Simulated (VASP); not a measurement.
# ZnS (F-43m) in VASP: a series of runs

Runs on ZnS. Level: PBEsol. Tasks: single point.

Everything below comes from runs of VASP 6.6.1. Logs are shortened: lines on timing, memory, paths and dates and some standing lists are left out, and cuts for length are marked.

**Experimental background.**

From “Electronic, vibrational, and thermodynamic properties of ZnS (zincblende and rocksalt structure)”, 2009, arxiv:0911.5022, for a bulk crystal of ZnS at 19 K: band gap 3.85 eV (direct).

The results are compared with them further down.

**1. The cell of the first run**

It takes space group F-43m (No. 216, cubic). Conventional cell: a = 5.356 Å, b = 5.356 Å, c = 5.356 Å, α = 90.00°, β = 90.00°, γ = 90.00°. Zn (site symmetry -43m) has 4 S at 2.32 Å within 3.1 Å. Within 3.1 Å of S (site symmetry -43m) lie 4 Zn at 2.32 Å.

**2. Single point, PBEsol**

The input, INCAR:

```
PREC = Accurate
ENCUT = 520
EDIFF = 1E-6
ISMEAR = 0
SIGMA = 0.02
LREAL = False
LASPH = True
NELM = 100
ALGO = Normal
ISIF = 2
LWAVE = False
LCHARG = False
GGA = PS
NBANDS = 16
```

The input, KPOINTS:

```
Automatic mesh
0
Gamma
  10 10 10
```

The input, POSCAR:

```
ZnS
1.0
    0.0000000000      2.6777701598      2.6777701598
    2.6777701598      0.0000000000      2.6777701598
    2.6777701598      2.6777701598      0.0000000000
Zn S
1 1
Direct
    0.2500000000      0.2500000000      0.2500000000
    0.0000000000      0.0000000000      0.0000000000
```

Potentials or basis: VASP PAW PBE potentials, release 64 (Zn, S).

Launch:

```sh
$ cat potpaw_PBE.64/Zn/POTCAR potpaw_PBE.64/S/POTCAR > POTCAR
$ mpirun -np 1 vasp_std > vasp.out
```

OUTCAR:

```text
PREC = Accurate
   ENCUT = 520
   EDIFF = 1E-6
   ISMEAR = 0
   LREAL = False
   LASPH = True
   NELM = 100
   ISIF = 2
   GGA = PS

 ion  position               nearest neighbor table
   1  0.250  0.250  0.250-   2 2.32   2 2.32   2 2.32   2 2.32
   2  0.000  0.000  0.000-   1 2.32   1 2.32   1 2.32   1 2.32

  LATTYP: Found a face centered cubic cell.
 ALAT       =     5.3555403196

  Lattice vectors:

 A1 = (   0.0000000000,   2.6777701598,   2.6777701598)
 A2 = (   2.6777701598,   0.0000000000,   2.6777701598)
 A3 = (   2.6777701598,   2.6777701598,   0.0000000000)

Analysis of symmetry for initial positions (statically):
=====================================================================
 Subroutine PRICEL returns:
 Original cell was already a primitive cell.

 Routine SETGRP: Setting up the symmetry group for a
 face centered cubic supercell.

 Subroutine GETGRP returns: Found 24 space group operations
 (whereof 24 operations were pure point group operations)
 out of a pool of 48 trial point group operations.

The static configuration has the point symmetry T_d .

Analysis of symmetry for dynamics (positions and initial velocities):
=====================================================================
 Subroutine PRICEL returns:
 Original cell was already a primitive cell.

 Routine SETGRP: Setting up the symmetry group for a
 face centered cubic supercell.

 Subroutine GETGRP returns: Found 24 space group operations
 (whereof 24 operations were pure point group operations)
 out of a pool of 48 trial point group operations.

The dynamic configuration has the point symmetry T_d .

 Subroutine INISYM returns: Found 24 space group operations
 (whereof 24 operations are pure point group operations),
 and found     1 'primitive' translations

----------------------------------------------------------------------------------------

                                     Primitive cell

  volume of cell :      38.4017

  direct lattice vectors                    reciprocal lattice vectors
     0.000000000  2.677770160  2.677770160    -0.186722523  0.186722523  0.186722523
     2.677770160  0.000000000  2.677770160     0.186722523 -0.186722523  0.186722523
     2.677770160  2.677770160  0.000000000     0.186722523  0.186722523 -0.186722523

  length of vectors
     3.786938877  3.786938877  3.786938877     0.323412897  0.323412897  0.323412897

  position of ions in fractional coordinates (direct lattice)
     0.250000000  0.250000000  0.250000000
     0.000000000  0.000000000  0.000000000

  ion indices of the primitive-cell ions
   primitive index   ion index
                 1           1
                 2           2

----------------------------------------------------------------------------------------

 KPOINTS: Automatic mesh

Automatic generation of k-mesh.
 Grid dimensions read from file:
 generate k-points for:   10   10   10

 Generating k-lattice:

  Cartesian coordinates                     Fractional coordinates (reciprocal lattice)
    -0.018672252  0.018672252  0.018672252     0.100000000  0.000000000  0.000000000
     0.018672252 -0.018672252  0.018672252     0.000000000  0.100000000  0.000000000
     0.018672252  0.018672252 -0.018672252     0.000000000  0.000000000  0.100000000

  Length of vectors
     0.032341290  0.032341290  0.032341290

  Shift w.r.t. Gamma in fractional coordinates (k-lattice)
     0.000000000  0.000000000  0.000000000

 Subroutine IBZKPT returns following result:
 ===========================================

 Found     47 irreducible k-points:

 Following reciprocal coordinates:
            Coordinates               Weight
  0.000000  0.000000  0.000000      1.000000
  0.100000  0.000000  0.000000      8.000000
  0.200000  0.000000  0.000000      8.000000
  0.300000  0.000000  0.000000      8.000000
  0.400000  0.000000  0.000000      8.000000
  0.500000  0.000000  0.000000      4.000000
[... 16 lines left out ...]
  0.300000  0.300000  0.000000      6.000000
  0.400000  0.300000  0.000000     24.000000
 [... further k-points ...]
   k-points           NKPTS =     47   k-points in BZ     NKDIM =     47   number of bands    NBANDS=     16
   number of dos      NEDOS =    301   number of ions     NIONS =      2
   total plane-waves  NPLWV =  21952
   dimension x,y,z NGX =    28 NGY =   28 NGZ =   28
   dimension x,y,z NGXF=    56 NGYF=   56 NGZF=   56
   ions per type =               1   1
   NGX,Y,Z   is equivalent  to a cutoff of  12.29, 12.29, 12.29 a.u.
   NGXF,Y,Z  is equivalent  to a cutoff of  24.58, 24.58, 24.58 a.u.
 SYSTEM =  unknown system
   PREC   = accura    normal or accurate (medium, high low for compatibility)
   ISTART =      0    job   : 0-new  1-cont  2-samecut
   ICHARG =      2    charge: 1-file 2-atom 10-const
   ISPIN  =      1    spin polarized calculation?
   LNONCOLLINEAR =      F non collinear calculations
   LSORBIT =      F    spin-orbit coupling
   LASPH  =      T    aspherical Exc in radial PAW
   ENCUT  =  520.0 eV  38.22 Ry    6.18 a.u.   7.04  7.04  7.04*2*pi/ulx,y,z
   NELM   =    100;   NELMIN=  2; NELMDL= -5     # of ELM steps
   EDIFF  = 0.1E-05   stopping-criterion for ELM
   LREAL  =      F    real-space projection
   EDIFFG = 0.1E-04   stopping-criterion for IOM
   NSW    =      0    number of steps for IOM
   IBRION =     -1    ionic relax: 0-MD 1-quasi-New 2-CG
   NFREE  =      0    steps in history (QN), initial steepest desc. (CG)
   ISIF   =      2    stress and relaxation
   ISYM   =      2    0-nonsym 1-usesym 2-fastsym
   POTIM  = 0.5000    time-step for ionic-motion
   TEBEG  =    0.0;   TEEND  =   0.0 temperature during run
   PSTRESS=    0.0 pullay stress
   NELECT =      18.0000    total number of electrons
   NUPDOWN=      -1.0000    fix difference up-down
   EMIN   =  10.00;   EMAX   =-10.00  energy-range for DOS
   EFERMI =   0.00;   METHOD = LEGACY
   ISMEAR =     0;   SIGMA  =   0.02  broadening in eV -4-tet -1-fermi 0-gaus
   EFERMI_NEDOS =   21; number of points for ismear=-14 and -15
   IALGO  =     38    algorithm
   IMIX   =      4    mixing-type and parameters
     AMIX     =   0.40;   BMIX     =  1.00
     AMIX_MAG =   1.60;   BMIX_MAG =  1.00
  volume/ion in A,a.u.               =      19.20       129.57
  Fermi-wavevector in a.u.,A,eV,Ry     =   1.271693  2.403152 22.003393  1.617204
  Thomas-Fermi vector in A             =   2.404612
   LORBIT       =      0    0 simple, 1 ext, 2 COOP (PROOUT), +10 PAW based schemes
   GGA     = PS    functional components
   LHFCALC =     F    Hartree Fock is set to
   AEXX    =    0.0000 exact exchange contribution
   IVDW    =     0    specifies the selected vdW correction
   LEPSILON=     F    determine dielectric tensor
   LRPA    =     F    only Hartree local field effects (RPA)
 non-spin polarized calculation
 Gauss-broadening in eV      SIGMA  =   0.02
  energy-cutoff  :      520.00
  volume of cell :       38.40
 maximum number of plane-waves:      1056
   NGX = 15   NGY = 15   NGZ = 15

 number of electron      18.0000016 magnetization

 Free energy of the ion-electron system (eV)
  ---------------------------------------------------
  ext. energy  EPLUGINS =         0.00000000
  ---------------------------------------------------
  free energy    TOTEN  =        -7.58889679 eV

  energy without entropy =       -7.58889679  energy(sigma->0) =       -7.58889679

 E-fermi :   2.4149     XC(G=0):  -9.9773

 val. band max:        2.2693243105   @ k =   0.0000   0.0000   0.0000
 cond. band min:       4.3644461397   @ k =   0.0000   0.0000   0.0000
 fundamental gap:      2.0951218292
 Fermi energy:         2.4148890068

 k-point     1 :       0.0000    0.0000    0.0000
  band No.  band energies     occupation
      1     -11.0792      2.00000
      2      -4.2155      2.00000
      3      -4.2155      2.00000
      4      -4.2155      2.00000
      5      -3.6838      2.00000
      6      -3.6838      2.00000
[... 8 lines left out ...]
     15      14.0370      0.00000
     16      14.0601      0.00000

 k-point     2 :       0.1000    0.0000    0.0000
  band No.  band energies     occupation
      1     -10.9988      2.00000
      2      -4.2183      2.00000
      3      -4.2009      2.00000
      4      -4.2009      2.00000
      5      -3.6853      2.00000
      6      -3.6853      2.00000
[... 8 lines left out ...]
     15      13.5574      0.00000
     16      14.6585      0.00000

 k-point     3 :       0.2000    0.0000    0.0000
  band No.  band energies     occupation
      1     -10.7763      2.00000
      2      -4.2077      2.00000
      3      -4.1647      2.00000
      4      -4.1647      2.00000
      5      -3.6855      2.00000
      6      -3.6855      2.00000
[... 8 lines left out ...]
     15      13.1146      0.00000
     16      14.6515      0.00000

 k-point     4 :       0.3000    0.0000    0.0000
  band No.  band energies     occupation
      1     -10.4724      2.00000
      2      -4.1282      2.00000
      3      -4.1262      2.00000
      4      -4.1262      2.00000
      5      -3.6767      2.00000
      6      -3.6767      2.00000
[... 8 lines left out ...]
     15      13.4999      0.00000
     16      14.0745      0.00000

 k-point     5 :       0.4000    0.0000    0.0000
  band No.  band energies     occupation
      1     -10.1966      2.00000
      2      -4.1017      2.00000
      3      -4.1017      2.00000
      4      -3.8916      2.00000
      5      -3.6601      2.00000
      6      -3.6601      2.00000
[... 8 lines left out ...]
     15      14.6841      0.00000
     16      14.6841      0.00000

 k-point     6 :       0.5000    0.0000    0.0000
  band No.  band energies     occupation
      1     -10.0825      2.00000
      2      -4.0942      2.00000
      3      -4.0942      2.00000
      4      -3.6512      2.00000
      5      -3.6512      2.00000
      6      -3.4786      2.00000
[... 8 lines left out ...]
     15      15.7283      0.00000
     16      15.7283      0.00000

 k-point     7 :       0.1000    0.1000    0.0000
  band No.  band energies     occupation
      1     -10.9720      2.00000
      2      -4.2326      2.00000
      3      -4.1891      2.00000
      4      -4.1890      2.00000
      5      -3.6961      2.00000
      6      -3.6760      2.00000
[... 8 lines left out ...]
     15      14.1688      0.00000
     16      14.9584      0.00000

 k-point     8 :       0.2000    0.1000    0.0000
  band No.  band energies     occupation
      1     -10.7966      2.00000
      2      -4.2379      2.00000
      3      -4.1548      2.00000
      4      -4.1529      2.00000
      5      -3.7053      2.00000
      6      -3.6691      2.00000
[... 8 lines left out ...]
     15      14.0152      0.00000
     16      15.6719      0.00000

 k-point     9 :       0.3000    0.1000    0.0000
  band No.  band energies     occupation
      1     -10.5182      2.00000
      2      -4.1974      2.00000
      3      -4.1110      2.00000
      4      -4.1067      2.00000
      5      -3.7009      2.00000
      6      -3.6599      2.00000
[... 8 lines left out ...]
     15      14.2005      0.00000
     16      15.1002      0.00000
[... 172 lines left out ...]
 k-point    19 :       0.5000    0.2000    0.0000
  band No.  band energies     occupation
      1      -9.9787      2.00000
      2      -4.1186      2.00000
      3      -4.0133      2.00000
      4      -3.8384      2.00000
      5      -3.6424      2.00000
      6      -3.5243      2.00000
[... 8 lines left out ...]
     15      15.7980      0.00000
     16      16.8153      0.00000

 k-point    20 :      -0.4000    0.2000    0.0000
  band No.  band energies     occupation
      1      -9.9524      2.00000
      2      -4.0964      2.00000
      3      -4.0227      2.00000
      4      -3.7472      2.00000
      5      -3.6672      2.00000
      6      -3.4718      2.00000
[... 8 lines left out ...]
     15      14.2872      0.00000
     16      16.6357      0.00000

 k-point    21 :      -0.3000    0.2000    0.0000
  band No.  band energies     occupation
      1     -10.1102      2.00000
      2      -4.0913      2.00000
      3      -4.0532      2.00000
      4      -3.9285      2.00000
      5      -3.6957      2.00000
      6      -3.6199      2.00000
[... 8 lines left out ...]
     15      15.4881      0.00000
     16      16.7642      0.00000

 k-point    22 :      -0.2000    0.2000    0.0000
  band No.  band energies     occupation
      1     -10.3696      2.00000
      2      -4.1263      2.00000
      3      -4.0996      2.00000
      4      -4.0940      2.00000
      5      -3.7081      2.00000
      6      -3.6436      2.00000
[... 8 lines left out ...]
     15      15.1732      0.00000
     16      16.8783      0.00000

 k-point    23 :       0.3000    0.3000    0.0000
  band No.  band energies     occupation
      1     -10.2688      2.00000
      2      -4.2938      2.00000
      3      -4.0030      2.00000
      4      -4.0030      2.00000
      5      -3.7208      2.00000
      6      -3.6303      2.00000
[... 8 lines left out ...]
     15      15.1303      0.00000
     16      18.9661      0.00000

 k-point    24 :       0.4000    0.3000    0.0000
  band No.  band energies     occupation
      1     -10.0510      2.00000
      2      -4.2621      2.00000
      3      -3.9550      2.00000
      4      -3.9470      2.00000
      5      -3.6638      2.00000
      6      -3.6221      2.00000
[... 8 lines left out ...]
     15      15.6924      0.00000
     16      18.2134      0.00000

 [... further k-points ...]
[... 5 lines left out ...]
  --------------------------------------------------------------------------------------
  -------------------------------------------------------------------------------------
  Total        0.0572895      0.0572895      0.0572895     -0.0000000      0.0000000     -0.0000000
  in kB        2.3902082      2.3902082      2.3902082     -0.0000000      0.0000000     -0.0000000
  external PRESSURE =       2.3902082 kB  Pullay stress =       0.0000000 kB

 VOLUME and BASIS-vectors are now :
 -----------------------------------------------------------------------------
  energy-cutoff  :      520.00
  volume of cell :       38.40
      direct lattice vectors                 reciprocal lattice vectors
     0.000000000  2.677770160  2.677770160    -0.186722523  0.186722523  0.186722523
     2.677770160  0.000000000  2.677770160     0.186722523 -0.186722523  0.186722523
     2.677770160  2.677770160  0.000000000     0.186722523  0.186722523 -0.186722523

 POSITION                                       TOTAL-FORCE (eV/Angst)
 -----------------------------------------------------------------------------------
      1.33889      1.33889      1.33889        -0.000000     -0.000000     -0.000000
      0.00000      0.00000      0.00000         0.000000      0.000000      0.000000
 -----------------------------------------------------------------------------------
    total drift:                               -0.000002     -0.000002     -0.000002

  FREE ENERGIE OF THE ION-ELECTRON SYSTEM (eV)
  ---------------------------------------------------
  free  energy   TOTEN  =        -7.5888967896 eV

  energy  without entropy=       -7.5888967896  energy(sigma->0) =       -7.58889679
```

Wall time 17 s (1 thread of Intel Xeon 6975P-C, shared host); peak memory 0.17 GiB.

Results:

- Free energy: -7.5889 eV
- Pressure: 0.2 GPa
- Band gap on the k mesh: 2.10 eV, direct

Caveat: the PAW data sets were made with another functional, which shifts forces and pressure a little.

**3. Single point, PBEsol**

INCAR is that of step 2.

KPOINTS is that of step 2.

The input, POSCAR:

```
ZnS
1.0
    0.0000000000      2.6777701606      2.6777701606
    2.6777701606      0.0000000000      2.6777701606
    2.6777701606      2.6777701606      0.0000000000
Zn S
1 1
Direct
    0.2500000000      0.2500000000      0.2500000000
    0.0000000000      0.0000000000      0.0000000000
```

Potentials or basis: VASP PAW PBE potentials, release 64 (Zn, S).

Launch:

```sh
$ cat potpaw_PBE.64/Zn/POTCAR potpaw_PBE.64/S/POTCAR > POTCAR
$ mpirun -np 1 vasp_std > vasp.out
```

It took 21 s on 1 thread of Intel Xeon 6975P-C, shared host; peak memory 0.17 GiB.

Results (log left out):

| Property | Result |
| --- | --- |
| Free energy | -7.5889 eV |
| Pressure | 0.2 GPa |
| Band gap on the k mesh | 2.10 eV, direct |

Levels at points of the mesh, in eV from the valence-band top:
```
           k point  band 5  band 6  band 7  band 8  band 9  band 10  band 11  band 12  band 13  band 14
(0.00, 0.00, 0.00)   -5.95   -5.95    0.00    0.00    0.00     2.10     6.29     6.29     6.29    11.77
(0.50, 0.00, 0.00)   -5.92   -5.75   -5.54   -0.92   -0.92     3.25     6.82     6.82     8.80    12.09
(0.50, 0.50, 0.00)   -5.87   -5.73   -4.71   -2.35   -2.35     3.18     3.96    11.03    12.06    12.06
```

Caveat: the PAW data sets were made with another functional, which shifts forces and pressure a little.

**4. Comparison with measurements**

Step 2. A measured gap of ZnS is 3.85 eV (direct; 19 K; quoted in “Electronic, vibrational, and thermodynamic properties of ZnS (zincblende and rocksalt structure)”, 2009, arxiv:0911.5022); the calculated 2.10 eV misses it by -1.75 eV. The value is that of PBEsol, without temperature or zero-point motion. Semilocal functionals fall short of measured gaps as a rule.

Step 3. Against the measured gap of ZnS, 3.85 eV (direct; 19 K; quoted in “Electronic, vibrational, and thermodynamic properties of ZnS (zincblende and rocksalt structure)”, 2009, arxiv:0911.5022), the calculated 2.10 eV is off by -1.75 eV. The value is that of PBEsol, without temperature or zero-point motion. Semilocal functionals fall short of measured gaps as a rule.
